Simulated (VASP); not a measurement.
# GaSb (zincblende type) (F-43m) in VASP: further runs

GaSb (zincblende type) is run at these levels: LDA; tasks: single point.

Everything below comes from runs of VASP 6.6.1. Logs are shortened: lines on timing, memory, paths and dates and some standing lists are left out, and cuts for length are marked.

### 1 The cell of the first run

Symmetry: F-43m, No. 216, cubic system. The conventional cell has a = 5.926 Å, b = 5.926 Å, c = 5.926 Å, α = 90.00°, β = 90.00°, γ = 90.00°. Ga (site symmetry -43m) has 4 Sb at 2.57 Å within 3.4 Å. Sb (site symmetry -43m) has 4 Ga at 2.57 Å within 3.4 Å.

### 2 Single point, LDA

Contents of INCAR:

```
PREC = Accurate ; ENCUT = 520
EDIFF = 1E-7 ; ISMEAR = -1
SIGMA = 0.1 ; LREAL = F
LASPH = T ; NELM = 60
ALGO = Normal ; ISIF = 2
LWAVE = F ; LCHARG = F
GGA = CA ; NBANDS = 16
```

Contents of KPOINTS:

```
Automatic mesh
0
Gamma
  11 11 11
```

Contents of POSCAR:

```
GaSb
1.0
    0.0000000000      2.9632184640      2.9632184640
    2.9632184640      0.0000000000      2.9632184640
    2.9632184640      2.9632184640      0.0000000000
Ga Sb
1 1
Direct
    0.0000000000      0.0000000000      0.0000000000
    0.2500000000      0.2500000000      0.2500000000
```

Potentials or basis: VASP PAW LDA potentials, release 64 (Ga_d, Sb).

On the command line:

```sh
> cat potpaw_LDA.64/Ga_d/POTCAR potpaw_LDA.64/Sb/POTCAR > POTCAR
> mpirun -np 1 vasp_std > vasp.out
```

OUTCAR:

```text
PREC = Accurate
   ENCUT = 520
   EDIFF = 1E-7
   ISMEAR = -1
   LREAL = F
   LASPH = T
   NELM = 60
   ISIF = 2
   GGA = CA

 ion  position               nearest neighbor table
   1  0.000  0.000  0.000-   2 2.57   2 2.57   2 2.57   2 2.57
   2  0.250  0.250  0.250-   1 2.57   1 2.57   1 2.57   1 2.57

  LATTYP: Found a face centered cubic cell.
 ALAT       =     5.9264369280

  Lattice vectors:

 A1 = (   0.0000000000,   2.9632184640,   2.9632184640)
 A2 = (   2.9632184640,   0.0000000000,   2.9632184640)
 A3 = (   2.9632184640,   2.9632184640,   0.0000000000)

Analysis of symmetry for initial positions (statically):
=====================================================================
 Subroutine PRICEL returns:
 Original cell was already a primitive cell.

 Routine SETGRP: Setting up the symmetry group for a
 face centered cubic supercell.

 Subroutine GETGRP returns: Found 24 space group operations
 (whereof 24 operations were pure point group operations)
 out of a pool of 48 trial point group operations.

The static configuration has the point symmetry T_d .

Analysis of symmetry for dynamics (positions and initial velocities):
=====================================================================
 Subroutine PRICEL returns:
 Original cell was already a primitive cell.

 Routine SETGRP: Setting up the symmetry group for a
 face centered cubic supercell.

 Subroutine GETGRP returns: Found 24 space group operations
 (whereof 24 operations were pure point group operations)
 out of a pool of 48 trial point group operations.

The dynamic configuration has the point symmetry T_d .

 Subroutine INISYM returns: Found 24 space group operations
 (whereof 24 operations are pure point group operations),
 and found     1 'primitive' translations

----------------------------------------------------------------------------------------

                                     Primitive cell

  volume of cell :      52.0380

  direct lattice vectors                    reciprocal lattice vectors
     0.000000000  2.963218464  2.963218464    -0.168735450  0.168735450  0.168735450
     2.963218464  0.000000000  2.963218464     0.168735450 -0.168735450  0.168735450
     2.963218464  2.963218464  0.000000000     0.168735450  0.168735450 -0.168735450

  length of vectors
     4.190623740  4.190623740  4.190623740     0.292258372  0.292258372  0.292258372

  position of ions in fractional coordinates (direct lattice)
     0.000000000  0.000000000  0.000000000
     0.250000000  0.250000000  0.250000000

  ion indices of the primitive-cell ions
   primitive index   ion index
                 1           1
                 2           2

----------------------------------------------------------------------------------------

 KPOINTS: Automatic mesh

Automatic generation of k-mesh.
 Grid dimensions read from file:
 generate k-points for:   11   11   11

 Generating k-lattice:

  Cartesian coordinates                     Fractional coordinates (reciprocal lattice)
    -0.015339586  0.015339586  0.015339586     0.090909091  0.000000000  0.000000000
     0.015339586 -0.015339586  0.015339586     0.000000000  0.090909091  0.000000000
     0.015339586  0.015339586 -0.015339586     0.000000000  0.000000000  0.090909091

  Length of vectors
     0.026568943  0.026568943  0.026568943

  Shift w.r.t. Gamma in fractional coordinates (k-lattice)
     0.000000000  0.000000000  0.000000000

 Subroutine IBZKPT returns following result:
 ===========================================

 Found     56 irreducible k-points:

 Following reciprocal coordinates:
            Coordinates               Weight
  0.000000  0.000000  0.000000      1.000000
  0.090909  0.000000  0.000000      8.000000
  0.181818  0.000000  0.000000      8.000000
  0.272727  0.000000  0.000000      8.000000
  0.363636  0.000000  0.000000      8.000000
  0.454545  0.000000  0.000000      8.000000
[... 16 lines left out ...]
 -0.272727  0.181818  0.000000     24.000000
 -0.181818  0.181818  0.000000     12.000000
 [... further k-points ...]
   k-points           NKPTS =     56   k-points in BZ     NKDIM =     56   number of bands    NBANDS=     16
   number of dos      NEDOS =    301   number of ions     NIONS =      2
   total plane-waves  NPLWV =  32768
   dimension x,y,z NGX =    32 NGY =   32 NGZ =   32
   dimension x,y,z NGXF=    64 NGYF=   64 NGZF=   64
   ions per type =               1   1
   NGX,Y,Z   is equivalent  to a cutoff of  12.69, 12.69, 12.69 a.u.
   NGXF,Y,Z  is equivalent  to a cutoff of  25.39, 25.39, 25.39 a.u.
 SYSTEM =  unknown system
   PREC   = accura    normal or accurate (medium, high low for compatibility)
   ISTART =      0    job   : 0-new  1-cont  2-samecut
   ICHARG =      2    charge: 1-file 2-atom 10-const
   ISPIN  =      1    spin polarized calculation?
   LNONCOLLINEAR =      F non collinear calculations
   LSORBIT =      F    spin-orbit coupling
   LASPH  =      T    aspherical Exc in radial PAW
   ENCUT  =  520.0 eV  38.22 Ry    6.18 a.u.   7.79  7.79  7.79*2*pi/ulx,y,z
   NELM   =     60;   NELMIN=  2; NELMDL= -5     # of ELM steps
   EDIFF  = 0.1E-06   stopping-criterion for ELM
   LREAL  =      F    real-space projection
   EDIFFG = 0.1E-05   stopping-criterion for IOM
   NSW    =      0    number of steps for IOM
   IBRION =     -1    ionic relax: 0-MD 1-quasi-New 2-CG
   NFREE  =      0    steps in history (QN), initial steepest desc. (CG)
   ISIF   =      2    stress and relaxation
   ISYM   =      2    0-nonsym 1-usesym 2-fastsym
   POTIM  = 0.5000    time-step for ionic-motion
   TEBEG  =    0.0;   TEEND  =   0.0 temperature during run
   PSTRESS=    0.0 pullay stress
   NELECT =      18.0000    total number of electrons
   NUPDOWN=      -1.0000    fix difference up-down
   EMIN   =  10.00;   EMAX   =-10.00  energy-range for DOS
   EFERMI =   0.00;   METHOD = LEGACY
   ISMEAR =    -1;   SIGMA  =   0.10  broadening in eV -4-tet -1-fermi 0-gaus
   EFERMI_NEDOS =   21; number of points for ismear=-14 and -15
   IALGO  =     38    algorithm
   IMIX   =      4    mixing-type and parameters
     AMIX     =   0.40;   BMIX     =  1.00
     AMIX_MAG =   1.60;   BMIX_MAG =  1.00
  volume/ion in A,a.u.               =      26.02       175.59
  Fermi-wavevector in a.u.,A,eV,Ry     =   1.149190  2.171655 17.968379  1.320639
  Thomas-Fermi vector in A             =   2.285861
   LORBIT       =      0    0 simple, 1 ext, 2 COOP (PROOUT), +10 PAW based schemes
   GGA     = CA    functional components
   LHFCALC =     F    Hartree Fock is set to
   AEXX    =    0.0000 exact exchange contribution
   IVDW    =     0    specifies the selected vdW correction
   LEPSILON=     F    determine dielectric tensor
   LRPA    =     F    only Hartree local field effects (RPA)
 non-spin polarized calculation
  energy-cutoff  :      520.00
  volume of cell :       52.04
 maximum number of plane-waves:      1412
   NGX = 15   NGY = 15   NGZ = 15

 number of electron      18.0000013 magnetization

 Free energy of the ion-electron system (eV)
  ---------------------------------------------------
  ext. energy  EPLUGINS =         0.00000000
  ---------------------------------------------------
  free energy    TOTEN  =        -8.63027200 eV

  energy without entropy =       -8.62915598  energy(sigma->0) =       -8.62971399

 E-fermi :   5.9501     XC(G=0):  -9.8125

 val. band max:        5.7167805282   @ k =   0.0000   0.0000   0.0000
 cond. band min:       6.2419496627   @ k =   0.4545   0.0000   0.0000
 fundamental gap:      0.5251691345
 Fermi energy:         5.9501209208

 k-point     1 :       0.0000    0.0000    0.0000
  band No.  band energies     occupation
      1      -9.6454      2.00000
      2      -9.6454      2.00000
      3      -9.6454      2.00000
      4      -9.5796      2.00000
      5      -9.5796      2.00000
      6      -6.5041      2.00000
[... 8 lines left out ...]
     15      14.4487      0.00000
     16      14.4487      0.00000

 k-point     2 :       0.0909    0.0000    0.0000
  band No.  band energies     occupation
      1      -9.6487      2.00000
      2      -9.6440      2.00000
      3      -9.6440      2.00000
      4      -9.5798      2.00000
      5      -9.5798      2.00000
      6      -6.4087      2.00000
[... 8 lines left out ...]
     15      13.7797      0.00000
     16      13.7797      0.00000

 k-point     3 :       0.1818    0.0000    0.0000
  band No.  band energies     occupation
      1      -9.6577      2.00000
      2      -9.6404      2.00000
      3      -9.6404      2.00000
      4      -9.5802      2.00000
      5      -9.5802      2.00000
      6      -6.1286      2.00000
[... 8 lines left out ...]
     15      13.2845      0.00000
     16      13.2845      0.00000

 k-point     4 :       0.2727    0.0000    0.0000
  band No.  band energies     occupation
      1      -9.6691      2.00000
      2      -9.6362      2.00000
      3      -9.6362      2.00000
      4      -9.5804      2.00000
      5      -9.5804      2.00000
      6      -5.6868      2.00000
[... 8 lines left out ...]
     15      13.4264      0.00000
     16      13.4264      0.00000

 k-point     5 :       0.3636    0.0000    0.0000
  band No.  band energies     occupation
      1      -9.6792      2.00000
      2      -9.6327      2.00000
      3      -9.6327      2.00000
      4      -9.5801      2.00000
      5      -9.5801      2.00000
      6      -5.1477      2.00000
[... 8 lines left out ...]
     15      14.2410      0.00000
     16      14.2410      0.00000

 k-point     6 :       0.4545    0.0000    0.0000
  band No.  band energies     occupation
      1      -9.6852      2.00000
      2      -9.6308      2.00000
      3      -9.6308      2.00000
      4      -9.5796      2.00000
      5      -9.5796      2.00000
      6      -4.6990      2.00000
[... 8 lines left out ...]
     15      15.4467      0.00000
     16      15.4467      0.00000

 k-point     7 :       0.0909    0.0909    0.0000
  band No.  band energies     occupation
      1      -9.6513      2.00000
      2      -9.6427      2.00000
      3      -9.6427      2.00000
      4      -9.5806      2.00000
      5      -9.5792      2.00000
      6      -6.3768      2.00000
[... 8 lines left out ...]
     15      12.9843      0.00000
     16      14.5554      0.00000

 k-point     8 :       0.1818    0.0909    0.0000
  band No.  band energies     occupation
      1      -9.6588      2.00000
      2      -9.6398      2.00000
      3      -9.6392      2.00000
      4      -9.5818      2.00000
      5      -9.5790      2.00000
      6      -6.1576      2.00000
[... 8 lines left out ...]
     15      13.0300      0.00000
     16      14.1687      0.00000

 k-point     9 :       0.2727    0.0909    0.0000
  band No.  band energies     occupation
      1      -9.6687      2.00000
      2      -9.6362      2.00000
      3      -9.6348      2.00000
      4      -9.5826      2.00000
      5      -9.5790      2.00000
      6      -5.7672      2.00000
[... 8 lines left out ...]
     15      13.5827      0.00000
     16      14.1142      0.00000
[... 172 lines left out ...]
 k-point    19 :       0.3636    0.1818    0.0000
  band No.  band energies     occupation
      1      -9.6833      2.00000
      2      -9.6288      2.00000
      3      -9.6270      2.00000
      4      -9.5865      2.00000
      5      -9.5776      2.00000
      6      -5.1916      2.00000
[... 8 lines left out ...]
     15      14.7199      0.00000
     16      15.3621      0.00000

 k-point    20 :       0.4545    0.1818    0.0000
  band No.  band energies     occupation
      1      -9.6890      2.00000
      2      -9.6272      2.00000
      3      -9.6248      2.00000
      4      -9.5856      2.00000
      5      -9.5781      2.00000
      6      -4.6643      2.00000
[... 8 lines left out ...]
     15      16.0487      0.00000
     16      16.2057      0.00000

 k-point    21 :      -0.4545    0.1818    0.0000
  band No.  band energies     occupation
      1      -9.6908      2.00000
      2      -9.6269      2.00000
      3      -9.6246      2.00000
      4      -9.5837      2.00000
      5      -9.5794      2.00000
      6      -4.3402      2.00000
[... 8 lines left out ...]
     15      15.1601      0.00000
     16      15.3337      0.00000

 k-point    22 :      -0.3636    0.1818    0.0000
  band No.  band energies     occupation
      1      -9.6883      2.00000
      2      -9.6275      2.00000
      3      -9.6265      2.00000
      4      -9.5818      2.00000
      5      -9.5812      2.00000
      6      -4.5278      2.00000
[... 8 lines left out ...]
     15      13.7990      0.00000
     16      15.3226      0.00000

 k-point    23 :      -0.2727    0.1818    0.0000
  band No.  band energies     occupation
      1      -9.6819      2.00000
      2      -9.6302      2.00000
      3      -9.6292      2.00000
      4      -9.5824      2.00000
      5      -9.5805      2.00000
      6      -5.0298      2.00000
[... 8 lines left out ...]
     15      14.4764      0.00000
     16      16.2741      0.00000

 k-point    24 :      -0.1818    0.1818    0.0000
  band No.  band energies     occupation
      1      -9.6732      2.00000
      2      -9.6349      2.00000
      3      -9.6322      2.00000
      4      -9.5825      2.00000
      5      -9.5798      2.00000
      6      -5.5346      2.00000
[... 8 lines left out ...]
     15      14.4828      0.00000
     16      14.8491      0.00000

 [... further k-points ...]

------------------------ aborting loop because EDIFF is reached ----------------------------------------

  FORCE on cell =-STRESS in cart. coord.  units (eV):
  Direction    XX          YY          ZZ          XY          YZ          ZX
  --------------------------------------------------------------------------------------
  -------------------------------------------------------------------------------------
  Total        1.3724358      1.3724358      1.3724358      0.0000000      0.0000000      0.0000000
  in kB       42.2553417     42.2553417     42.2553417      0.0000000      0.0000000      0.0000000
  external PRESSURE =      42.2553417 kB  Pullay stress =       0.0000000 kB

 VOLUME and BASIS-vectors are now :
 -----------------------------------------------------------------------------
  energy-cutoff  :      520.00
  volume of cell :       52.04
      direct lattice vectors                 reciprocal lattice vectors
     0.000000000  2.963218464  2.963218464    -0.168735450  0.168735450  0.168735450
     2.963218464  0.000000000  2.963218464     0.168735450 -0.168735450  0.168735450
     2.963218464  2.963218464  0.000000000     0.168735450  0.168735450 -0.168735450

 POSITION                                       TOTAL-FORCE (eV/Angst)
 -----------------------------------------------------------------------------------
      0.00000      0.00000      0.00000         0.000000      0.000000      0.000000
      1.48161      1.48161      1.48161        -0.000000     -0.000000     -0.000000
 -----------------------------------------------------------------------------------
    total drift:                                0.000001      0.000001      0.000000

  FREE ENERGIE OF THE ION-ELECTRON SYSTEM (eV)
  ---------------------------------------------------
  free  energy   TOTEN  =        -8.6302720031 eV

  energy  without entropy=       -8.6291559849  energy(sigma->0) =       -8.62971399
```

It took 24 s on 1 thread of Intel Xeon 6975P-C, shared host; peak memory 0.18 GiB.

What came out:

* Free energy: -8.6303 eV
* Pressure: 4.2 GPa
* Band gap on the k mesh: 0.53 eV, indirect (least direct gap 0.58 eV)

Levels at points of the mesh, in eV from the valence-band top:
```
           k point  band 6  band 7  band 8  band 9  band 10  band 11  band 12  band 13
(0.00, 0.00, 0.00)  -12.22    0.00    0.00    0.00     0.58     2.72     2.72     2.72
```

Caveat: spin-orbit coupling is left out, which moves the levels of the heavy elements. A k mesh can miss the band edges.

### 3 Single point, LDA

Contents of INCAR:

```
SYSTEM = GaSb
ALGO = Normal ; EDIFF = 1E-6
ENCUT = 520 ; GGA = CA
ISIF = 2 ; ISMEAR = -1
LASPH = .TRUE. ; LCHARG = .FALSE.
LREAL = .FALSE. ; LWAVE = .FALSE.
NBANDS = 16 ; NELM = 80
PREC = Accurate ; SIGMA = 0.1
```

Contents of KPOINTS:

```
k-points
0
G
  11 11 11
  0 0 0
```

POSCAR is that of step 2.

Potentials or basis: VASP PAW LDA potentials, release 64 (Ga_d, Sb).

On the command line:

```sh
> cat potpaw_LDA.64/Ga_d/POTCAR potpaw_LDA.64/Sb/POTCAR > POTCAR
> mpirun -np 1 vasp_std > vasp.out
```

Run time: 36 s. Hardware: 1 thread of Intel Xeon 6975P-C, shared host; peak memory 0.18 GiB.

Results (log left out):

| Item | Value |
| --- | --- |
| Free energy | -8.6303 eV |
| Pressure | 4.2 GPa |
| Band gap on the k mesh | 0.53 eV, indirect (least direct gap 0.58 eV) |

Levels at points of the mesh, in eV from the valence-band top:
| k point | band 6 | band 7 | band 8 | band 9 | band 10 | band 11 | band 12 | band 13 |
| --- | --- | --- | --- | --- | --- | --- | --- | --- |
| (0.00, 0.00, 0.00) | -12.22 | 0.00 | 0.00 | 0.00 | 0.58 | 2.72 | 2.72 | 2.72 |

Caveat: spin-orbit coupling is left out, which moves the levels of the heavy elements.

[end of part 1 of 2]
